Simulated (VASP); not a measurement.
# Bi2Te3 (R-3m) in VASP: single point with PBE

Aim: the single point of Bi2Te3 with PBE.

Everything below comes from runs of VASP 6.6.1. Logs are shortened: lines on timing, memory, paths and dates and some standing lists are left out, and cuts for length are marked.

## Step 1: The cell of the first run

It takes space group R-3m (No. 166, trigonal). The conventional cell has a = 4.386 Å, b = 4.386 Å, c = 30.497 Å, α = 90.00°, β = 90.00°, γ = 120.00°. Bi (site symmetry 3m) has 6 Te at 3.07 to 3.25 Å within 4.0 Å. Te (site symmetry -3m) has 6 Bi at 3.25 Å and 12 Te at 4.39 to 4.55 Å within 4.6 Å. Te (site symmetry 3m) has 3 Bi at 3.07 Å and 3 Te at 3.64 Å within 4.0 Å.

## Step 2: Single point, PBE

INCAR

```
SYSTEM = Bi2Te3
PREC = Accurate
ENCUT = 520
EDIFF = 1E-6
ISMEAR = 0
SIGMA = 0.01
LREAL = .FALSE.
LASPH = .TRUE.
NELM = 100
ALGO = Normal
ISIF = 2
LWAVE = .FALSE.
LCHARG = .TRUE.
GGA = PE
LELF = .TRUE.
LVHAR = .TRUE.
NBANDS = 32
```

KPOINTS

```
regular mesh
0
G
  6 6 6
  0 0 0
```

POSCAR

```
Bi2Te3
1.0
    2.1930000000      1.2661300000     10.1656700000
   -2.1930000000      1.2661300000     10.1656700000
    0.0000000000     -2.5322600000     10.1656700000
Bi Te
2 3
Direct
    0.4000000000      0.4000000000      0.4000000000
    0.6000000000      0.6000000000      0.6000000000
    0.0000000000      0.0000000000      0.0000000000
    0.2095000000      0.2095000000      0.2095000000
    0.7905000000      0.7905000000      0.7905000000
```

Potentials or basis: VASP PAW PBE potentials, release 64 (Bi_d, Te).

Started as:

```
$ cat potpaw_PBE.64/Bi_d/POTCAR potpaw_PBE.64/Te/POTCAR > POTCAR
$ mpirun -np 1 vasp_std > vasp.out
```

OUTCAR:

```text
SYSTEM = Bi2Te3
   PREC = Accurate
   ENCUT = 520
   EDIFF = 1E-6
   ISMEAR = 0
   LREAL = .FALSE.
   LASPH = .TRUE.
   NELM = 100
   ISIF = 2
   GGA = PE

 ion  position               nearest neighbor table
   1  0.400  0.400  0.400-   5 3.07   5 3.07   5 3.07   3 3.25   3 3.25   3 3.25
   2  0.600  0.600  0.600-   4 3.07   4 3.07   4 3.07   3 3.25   3 3.25   3 3.25
   3  0.000  0.000  0.000-   2 3.25   2 3.25   1 3.25   1 3.25   2 3.25   1 3.25
   4  0.209  0.209  0.209-   2 3.07   2 3.07   2 3.07   5 3.64   5 3.64   5 3.64
   5  0.791  0.791  0.791-   1 3.07   1 3.07   1 3.07   4 3.64   4 3.64   4 3.64

  LATTYP: Found a trigonal (rhomboedric) cell.
 ALAT       =    10.4763152265
 COS(alpha) =     0.9123623803

  Lattice vectors:

 A1 = (   2.1930000000,   1.2661300000,  10.1656700000)
 A2 = (  -2.1930000000,   1.2661300000,  10.1656700000)
 A3 = (   0.0000000000,  -2.5322600000,  10.1656700000)

Analysis of symmetry for initial positions (statically):
=====================================================================
 Subroutine PRICEL returns:
 Original cell was already a primitive cell.

 Routine SETGRP: Setting up the symmetry group for a
 trigonal (rhombohedral) supercell.

 Subroutine GETGRP returns: Found 12 space group operations
 (whereof 12 operations were pure point group operations)
 out of a pool of 12 trial point group operations.

The static configuration has the point symmetry D_3d.

Analysis of symmetry for dynamics (positions and initial velocities):
=====================================================================
 Subroutine PRICEL returns:
 Original cell was already a primitive cell.

 Routine SETGRP: Setting up the symmetry group for a
 trigonal (rhombohedral) supercell.

 Subroutine GETGRP returns: Found 12 space group operations
 (whereof 12 operations were pure point group operations)
 out of a pool of 12 trial point group operations.

The dynamic configuration has the point symmetry D_3d.

 Subroutine INISYM returns: Found 12 space group operations
 (whereof 12 operations are pure point group operations),
 and found     1 'primitive' translations

----------------------------------------------------------------------------------------

                                     Primitive cell

  volume of cell :     169.3574

  direct lattice vectors                    reciprocal lattice vectors
[... 88 lines left out ...]
   LNONCOLLINEAR =      F non collinear calculations
   LSORBIT =      F    spin-orbit coupling
   LASPH  =      T    aspherical Exc in radial PAW
   ENCUT  =  520.0 eV  38.22 Ry    6.18 a.u.  19.48 19.48 19.48*2*pi/ulx,y,z
   NELM   =    100;   NELMIN=  2; NELMDL= -5     # of ELM steps
   EDIFF  = 0.1E-05   stopping-criterion for ELM
   LREAL  =      F    real-space projection
   EDIFFG = 0.1E-04   stopping-criterion for IOM
   NSW    =      0    number of steps for IOM
   IBRION =     -1    ionic relax: 0-MD 1-quasi-New 2-CG
   NFREE  =      0    steps in history (QN), initial steepest desc. (CG)
   ISIF   =      2    stress and relaxation
   ISYM   =      2    0-nonsym 1-usesym 2-fastsym
   POTIM  = 0.5000    time-step for ionic-motion
   TEBEG  =    0.0;   TEEND  =   0.0 temperature during run
   PSTRESS=    0.0 pullay stress
   NELECT =      48.0000    total number of electrons
   NUPDOWN=      -1.0000    fix difference up-down
   EMIN   =  10.00;   EMAX   =-10.00  energy-range for DOS
   EFERMI =   0.00;   METHOD = LEGACY
   ISMEAR =     0;   SIGMA  =   0.01  broadening in eV -4-tet -1-fermi 0-gaus
   EFERMI_NEDOS =   21; number of points for ismear=-14 and -15
   IALGO  =     38    algorithm
   IMIX   =      4    mixing-type and parameters
     AMIX     =   0.40;   BMIX     =  1.00
     AMIX_MAG =   1.60;   BMIX_MAG =  1.00
  volume/ion in A,a.u.               =      33.87       228.58
  Fermi-wavevector in a.u.,A,eV,Ry     =   1.075360  2.032136 15.733763  1.156399
  Thomas-Fermi vector in A             =   2.211214
   LORBIT       =      0    0 simple, 1 ext, 2 COOP (PROOUT), +10 PAW based schemes
   GGA     = PE    functional components
   LHFCALC =     F    Hartree Fock is set to
   AEXX    =    0.0000 exact exchange contribution
   IVDW    =     0    specifies the selected vdW correction
   LEPSILON=     F    determine dielectric tensor
   LRPA    =     F    only Hartree local field effects (RPA)
 non-spin polarized calculation
 Gauss-broadening in eV      SIGMA  =   0.01
  energy-cutoff  :      520.00
  volume of cell :      169.36
 maximum number of plane-waves:      4580
 NGX is ok and might be reduce to    80
   NGX = 39   NGY = 39   NGZ = 39

 number of electron      48.0000004 magnetization

 Free energy of the ion-electron system (eV)
  ---------------------------------------------------
  ext. energy  EPLUGINS =         0.00000000
  ---------------------------------------------------
  free energy    TOTEN  =       -18.33540514 eV

  energy without entropy =      -18.33540514  energy(sigma->0) =      -18.33540514

 E-fermi :   6.3350     XC(G=0):  -9.3291

 val. band max:        6.2233540322   @ k =   0.0000   0.0000   0.0000
 cond. band min:       6.5043198604   @ k =   0.0000   0.0000   0.0000
 fundamental gap:      0.2809658281
 Fermi energy:         6.3350422325

 k-point     1 :       0.0000    0.0000    0.0000
  band No.  band energies     occupation
      1     -16.9962      2.00000
      2     -16.9962      2.00000
      3     -16.9948      2.00000
      4     -16.9948      2.00000
      5     -16.9873      2.00000
      6     -16.9860      2.00000
[... 829 lines left out ...]
     31      10.8995      0.00000
     32      11.5250      0.00000

 [... further k-points ...]
[... 5 lines left out ...]
  --------------------------------------------------------------------------------------
  -------------------------------------------------------------------------------------
  Total        2.0522909      2.0522936      1.8694437      0.0000000      0.0000000      0.0000000
  in kB       19.4153536     19.4153800     17.6855582      0.0000000      0.0000000      0.0000000
  external PRESSURE =      18.8387639 kB  Pullay stress =       0.0000000 kB

 VOLUME and BASIS-vectors are now :
 -----------------------------------------------------------------------------
  energy-cutoff  :      520.00
  volume of cell :      169.36
      direct lattice vectors                 reciprocal lattice vectors
     2.193000000  1.266130000 10.165670000     0.227998176  0.131634719  0.032790100
    -2.193000000  1.266130000 10.165670000    -0.227998176  0.131634719  0.032790100
     0.000000000 -2.532260000 10.165670000     0.000000000 -0.263269438  0.032790100

 POSITION                                       TOTAL-FORCE (eV/Angst)
 -----------------------------------------------------------------------------------
      0.00000      0.00000     12.19880         0.000000     -0.000000      0.016133
      0.00000      0.00000     18.29821         0.000000      0.000000     -0.016133
      0.00000      0.00000      0.00000         0.000000      0.000000      0.000000
      0.00000      0.00000      6.38912         0.000000      0.000000      0.024546
      0.00000      0.00000     24.10789         0.000000     -0.000000     -0.024546
 -----------------------------------------------------------------------------------
    total drift:                               -0.000000     -0.000000     -0.000000

  FREE ENERGIE OF THE ION-ELECTRON SYSTEM (eV)
  ---------------------------------------------------
  free  energy   TOTEN  =       -18.3354051404 eV

  energy  without entropy=      -18.3354051404  energy(sigma->0) =      -18.33540514
```

OSZICAR:

```text
N       E                     dE             d eps       ncg     rms          rms(c)
DAV:   1     0.430299175457E+03    0.43030E+03   -0.21553E+04  2048   0.144E+03
DAV:   2     0.270192418912E+02   -0.40328E+03   -0.38692E+03  2128   0.375E+02
DAV:   3    -0.167042324230E+02   -0.43723E+02   -0.41757E+02  2672   0.136E+02
DAV:   4    -0.185152379313E+02   -0.18110E+01   -0.18055E+01  2288   0.293E+01
DAV:   5    -0.186027661459E+02   -0.87528E-01   -0.87522E-01  3048   0.648E+00    0.764E+00
DAV:   6    -0.183235915956E+02    0.27917E+00   -0.35679E-01  2720   0.461E+00    0.558E+00
DAV:   7    -0.183339525361E+02   -0.10361E-01   -0.21820E-01  2616   0.203E+00    0.122E+00
DAV:   8    -0.183351745967E+02   -0.12221E-02   -0.29637E-02  2312   0.964E-01    0.588E-01
DAV:   9    -0.183350438250E+02    0.13077E-03   -0.24211E-03  2440   0.355E-01    0.349E-01
DAV:  10    -0.183353697086E+02   -0.32588E-03   -0.96516E-04  2208   0.150E-01    0.674E-02
DAV:  11    -0.183353966273E+02   -0.26919E-04   -0.50383E-05  2536   0.415E-02    0.334E-02
DAV:  12    -0.183354034985E+02   -0.68712E-05   -0.15271E-05  2088   0.185E-02    0.155E-02
DAV:  13    -0.183354051316E+02   -0.16331E-05   -0.36619E-06  1944   0.113E-02    0.234E-03
DAV:  14    -0.183354051404E+02   -0.87102E-08   -0.38857E-07  1472   0.472E-03
   1 F= -.18335405E+02 E0= -.18335405E+02  d E =-.174572E-58
```

Wall time 15 min (1 thread of AMD EPYC 7R43 (Zen 3), shared host); peak memory 0.89 GiB.

What came out:

```yaml
Free_energy: -18.3354 eV
Pressure: 1.9 GPa
Largest_force: 0.025 eV/Å
Band_gap_on_the_k_mesh: 0.28 eV
```

Forces on the atoms (eV/Å):
```
Bi   0.000  0.000  0.016
Bi   0.000  0.000 -0.016
Te   0.000  0.000  0.000
Te   0.000  0.000  0.025
Te   0.000  0.000 -0.025
```

Stress tensor (GPa, compression positive):
```
1.94 0.00 0.00
0.00 1.94 0.00
0.00 0.00 1.77
```

Caveat: spin-orbit coupling is left out, which moves the levels of the heavy elements.
